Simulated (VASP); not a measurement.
# As (Cmce) in VASP: single point with PBEsol

Aim: the single point of As with PBEsol.

All numbers are computed with VASP 6.6.1; they aren't measurements. Logs are shortened: lines on timing, memory, paths and dates and some standing lists are left out, and cuts for length are marked.

**1. The cell of the first run**

Symmetry: Cmce, No. 64, orthorhombic system. The conventional cell has a = 3.727 Å, b = 10.868 Å, c = 4.298 Å, α = 90.00°, β = 90.00°, γ = 90.00°. Within 3.3 Å of As (site symmetry m) lie 5 As at 2.48 to 3.22 Å.

**2. Single point, PBEsol**

The input, POSCAR:

```
As
1.0
    1.8633069689     -5.4340667719      0.0000000000
    1.8633069689      5.4340667719      0.0000000000
    0.0000000000      0.0000000000      4.2982246683
As
4
Direct
    0.1118882054      0.8881117946      0.0560578822
    0.6118882054      0.3881117946      0.4439421178
    0.8881117946      0.1118882054      0.9439421178
    0.3881117946      0.6118882054      0.5560578822
```

The input, INCAR.step1:

```
SYSTEM = As
PREC = Accurate ; ENCUT = 520
EDIFF = 1E-6 ; ISMEAR = 0
SIGMA = 0.1 ; LREAL = .FALSE.
LASPH = .TRUE. ; NELM = 80
ALGO = Normal ; ISIF = 2
LWAVE = .FALSE. ; LCHARG = .TRUE.
GGA = PS ; NBANDS = 18
```

The input, KPOINTS.step1:

```
Automatic mesh
0
G
  12 12 10
  0 0 0
```

The input, INCAR.step2:

```
SYSTEM = As
PREC = Accurate ; ENCUT = 520
EDIFF = 1E-6 ; ISMEAR = -5
SIGMA = 0.1 ; LREAL = .FALSE.
LASPH = .TRUE. ; NELM = 80
ALGO = Normal ; ISIF = 2
LWAVE = .FALSE. ; LCHARG = .FALSE.
GGA = PS ; LORBIT = 11
NEDOS = 1001 ; ICHARG = 11
```

The input, KPOINTS.step2:

```
Automatic mesh
0
G
  18 18 15
  0 0 0
```

Potentials or basis: VASP PAW PBE potentials, release 64 (As).

The run is started by

```console
$ cat potpaw_PBE.64/As/POTCAR > POTCAR
$ cp INCAR.step1 INCAR
$ cp KPOINTS.step1 KPOINTS
$ mpirun -np 1 vasp_std > vasp.out
$ cp INCAR.step2 INCAR
$ cp KPOINTS.step2 KPOINTS
$ mpirun -np 1 vasp_std > vasp.out
```

OUTCAR:

```text
SYSTEM = As
   PREC = Accurate
   ENCUT = 520
   EDIFF = 1E-6
   ISMEAR = -5
   LREAL = .FALSE.
   LASPH = .TRUE.
   NELM = 80
   ISIF = 2
   GGA = PS
   LORBIT = 11
   ICHARG = 11

 ion  position               nearest neighbor table
   1  0.112  0.888  0.056-   3 2.48   2 2.50   2 2.50
   2  0.612  0.388  0.444-   4 2.48   1 2.50   1 2.50
   3  0.888  0.112  0.944-   1 2.48   4 2.50   4 2.50
   4  0.388  0.612  0.556-   2 2.48   3 2.50   3 2.50

  LATTYP: Found a base centered orthorhombic cell.
 ALAT       =     3.7266139378
 B/A-ratio  =     2.9163561681
 C/A-ratio  =     1.1533860872

  Lattice vectors:

 A1 = (   1.8633069689,  -5.4340667719,   0.0000000000)
 A2 = (   1.8633069689,   5.4340667719,   0.0000000000)
 A3 = (   0.0000000000,   0.0000000000,   4.2982246683)

Analysis of symmetry for initial positions (statically):
=====================================================================
 Subroutine PRICEL returns:
 Original cell was already a primitive cell.

 Routine SETGRP: Setting up the symmetry group for a
 base centered orthorhombic supercell.

 Subroutine GETGRP returns: Found  8 space group operations
 (whereof  4 operations were pure point group operations)
 out of a pool of  8 trial point group operations.

The static configuration has the point symmetry C_2h.
 The point group associated with its full space group is D_2h.

Analysis of symmetry for dynamics (positions and initial velocities):
=====================================================================
 Subroutine PRICEL returns:
 Original cell was already a primitive cell.

 Routine SETGRP: Setting up the symmetry group for a
 base centered orthorhombic supercell.

 Subroutine GETGRP returns: Found  8 space group operations
 (whereof  4 operations were pure point group operations)
 out of a pool of  8 trial point group operations.

The dynamic configuration has the point symmetry C_2h.
 The point group associated with its full space group is D_2h.

 Subroutine INISYM returns: Found  8 space group operations
 (whereof  4 operations are pure point group operations),
 and found     1 'primitive' translations

----------------------------------------------------------------------------------------

                                     Primitive cell

  volume of cell :      87.0419

  direct lattice vectors                    reciprocal lattice vectors
     1.863306969 -5.434066772  0.000000000     0.268340112 -0.092012119  0.000000000
[... 115 lines left out ...]
  Thomas-Fermi vector in A             =   2.135215
   LORBIT       =     11    0 simple, 1 ext, 2 COOP (PROOUT), +10 PAW based schemes
   GGA     = PS    functional components
   LHFCALC =     F    Hartree Fock is set to
   AEXX    =    0.0000 exact exchange contribution
   IVDW    =     0    specifies the selected vdW correction
   LEPSILON=     F    determine dielectric tensor
   LRPA    =     F    only Hartree local field effects (RPA)
 non-spin polarized calculation
 Fermi weights with tetrahedron method with Bloechl corrections
  energy-cutoff  :      520.00
  volume of cell :       87.04
 maximum number of plane-waves:      2366
 NGX is ok and might be reduce to    48

 number of electron      19.9999997 magnetization

 Free energy of the ion-electron system (eV)
  ---------------------------------------------------
  ext. energy  EPLUGINS =         0.00000000
  ---------------------------------------------------
  free energy    TOTEN  =       -20.24922419 eV

  energy without entropy =      -20.24922419  energy(sigma->0) =      -20.24922419

 E-fermi :   4.9149     XC(G=0): -10.0589

 val. band max:        5.0190086572   @ k =  -0.2222   0.2222   0.4000
 cond. band min:       4.8846445444   @ k =   0.3889   0.3889   0.0000
 fundamental gap:     -0.1343641128
 Fermi energy:         4.9149191829

 k-point     1 :       0.0000    0.0000    0.0000
  band No.  band energies     occupation
      1      -9.9180      2.00000
      2      -6.9751      2.00000
      3      -4.2273      2.00000
      4      -1.2784      2.00000
      5      -0.9283      2.00000
      6       0.6667      2.00000
      7       1.5982      2.00000
      8       2.7033      2.00000
      9       2.8926      2.00000
     10       4.0719      2.00000
     11       6.8200      0.00000
     12       7.2628      0.00000
     13       7.3746      0.00000
     14       8.5328      0.00000
[... 377 lines left out ...]
      1      -9.5960      2.00000
      2      -6.8722      2.00000
      3      -4.6650      2.00000
      4      -1.8741      2.00000
      5      -0.7628      2.00000
      6       1.0427      2.00000
      7       1.1239      2.00000
      8       2.7160      2.00000
      9       2.9268      2.00000
     10       4.3144      2.00000
     11       6.9538      0.00000
     12       7.5304      0.00000
     13       7.6486      0.00000
     14       8.0031      0.00000

 [... further k-points ...]

------------------------ aborting loop because EDIFF is reached ----------------------------------------

  FORCE on cell =-STRESS in cart. coord.  units (eV):
  Direction    XX          YY          ZZ          XY          YZ          ZX
  --------------------------------------------------------------------------------------
  -------------------------------------------------------------------------------------
  Total        0.2803809      0.2287436      0.2454579      0.0000000      0.0000000      0.0000000
  in kB        5.1609604      4.2104748      4.5181345      0.0000000      0.0000000      0.0000000
  external PRESSURE =       4.6298566 kB  Pullay stress =       0.0000000 kB

 VOLUME and BASIS-vectors are now :
 -----------------------------------------------------------------------------
  energy-cutoff  :      520.00
  volume of cell :       87.04
      direct lattice vectors                 reciprocal lattice vectors
     1.863306969 -5.434066772  0.000000000     0.268340112 -0.092012119  0.000000000
     1.863306969  5.434066772  0.000000000     0.268340112  0.092012119  0.000000000
     0.000000000  0.000000000  4.298224668     0.000000000  0.000000000  0.232654195

 POSITION                                       TOTAL-FORCE (eV/Angst)
 -----------------------------------------------------------------------------------
      1.86331      4.21805      0.24095         0.000000     -0.045585     -0.041362
      1.86331     -1.21602      1.90816         0.000000     -0.045585      0.041362
      1.86331     -4.21805      4.05728         0.000000      0.045585      0.041362
      1.86331      1.21602      2.39006         0.000000      0.045585     -0.041362
 -----------------------------------------------------------------------------------
    total drift:                               -0.000000      0.000000     -0.000000

  FREE ENERGIE OF THE ION-ELECTRON SYSTEM (eV)
  ---------------------------------------------------
  free  energy   TOTEN  =       -20.2492241946 eV

  energy  without entropy=      -20.2492241946  energy(sigma->0) =      -20.24922419

 total charge

# of ion       s       p       d       tot
------------------------------------------
    1        1.297   1.367   0.049   2.714
    2        1.297   1.367   0.049   2.714
    3        1.297   1.367   0.049   2.714
    4        1.297   1.367   0.049   2.714
--------------------------------------------------
tot          5.188   5.470   0.196  10.854
```

OUTCAR.step1:

```text
SYSTEM = As
   PREC = Accurate
   ENCUT = 520
   EDIFF = 1E-6
   ISMEAR = 0
   LREAL = .FALSE.
   LASPH = .TRUE.
   NELM = 80
[... 736 lines left out ...]
      1.86331     -1.21602      1.90816         0.000000     -0.056218      0.047373
      1.86331     -4.21805      4.05728         0.000000      0.056218      0.047373
      1.86331      1.21602      2.39006         0.000000      0.056218     -0.047373
 -----------------------------------------------------------------------------------
    total drift:                               -0.000000      0.000000     -0.000000

  FREE ENERGIE OF THE ION-ELECTRON SYSTEM (eV)
  ---------------------------------------------------
  free  energy   TOTEN  =       -20.2529129779 eV

  energy  without entropy=      -20.2515967755  energy(sigma->0) =      -20.25225488
```

Wall time 4.8 min (1 thread of Intel Xeon 6975P-C (Granite Rapids), shared host); peak memory 0.8 GiB.

Results:

| Item | Value |
| --- | --- |
| Valence electrons inside the program's atomic spheres | As 2.71 |

Levels at points of the mesh, in eV from the Fermi level:
```csv
k point,band 6,band 7,band 8,band 9,band 10,band 11,band 12,band 13,band 14
"(0.00, 0.00, 0.00)",-4.25,-3.32,-2.21,-2.02,-0.84,1.91,2.35,2.46,3.62
"(0.50, 0.00, 0.00)",-3.61,-2.35,-2.35,-2.16,-2.16,0.84,0.84,1.23,1.23
"(0.50, 0.50, 0.00)",-4.23,-3.75,-1.67,-1.47,-0.46,0.05,1.92,2.30,3.19
```

Caveat: the PAW data sets were made with another functional, which shifts forces and pressure a little; tetrahedron occupations give inexact forces and stress in metals.
